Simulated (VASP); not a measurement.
**MgS: single point with PBEsol**

The system is MgS.

```
Mg S
1.0
     0.00000    2.26031    2.60165
     2.94299    0.00000    2.60165
     2.94299    2.26031    0.00000
Mg S
1 1
Direct
  0.00000 0.00000 0.00000
  0.50000 0.50000 0.50000
```

This cell differs from its parent crystal: strain +0.1312 x Voigt [1, -1, 0, 0, 0, 0].

```yaml
Program: VASP 6.6.1
Task: single point
Functional: PBEsol
Potentials_or_basis: VASP PAW PBE potentials, release 64 (Mg, S)
Cutoff: 520 eV
k_mesh: 8 × 8 × 8
Occupations: gaussian, width 0.05 eV
Spin: no spin polarisation
Dipole_correction: no
Further_INCAR_settings: ALGO = Normal; EDIFF = 1e-06; NBANDS = 11
```

| Item | Value |
| --- | --- |
| Pressure | 9.5 GPa |
| Band gap on the k mesh | 2.49 eV, indirect (least direct gap 3.43 eV) |

Stress tensor (GPa, compression positive):
```
-6.17  0.00  0.00
 0.00 32.19  0.00
 0.00  0.00  2.40
```

Levels at points of the mesh, in eV from the valence-band top:
```csv
k point,band 2,band 3,band 4,band 5,band 6,band 7
"(0.00, 0.00, 0.00)",-0.89,-0.05,0.00,3.43,6.61,7.94
"(0.50, 0.00, 0.00)",-5.27,-1.27,-0.65,3.74,5.92,8.73
"(0.50, 0.50, 0.00)",-4.67,-2.88,-0.79,2.88,4.43,10.21
"(0.50, 0.00, 0.50)",-4.29,-3.10,-2.00,2.49,3.59,11.17
"(0.00, 0.50, 0.50)",-4.66,-1.91,-0.77,3.77,4.57,10.46
```

Run time: 35 s on 1 thread of Intel(R) Xeon(R) Platinum 8259CL CPU @ 2.50GHz (Skylake/Cascade Lake), on a shared host, peak memory 0.18 GiB.

Caveat: the cell differs from its parent crystal (strain +0.1312 x Voigt [1, -1, 0, 0, 0, 0]); the PAW data sets were made with another functional, which shifts forces and pressure a little. A k mesh can miss the band edges.
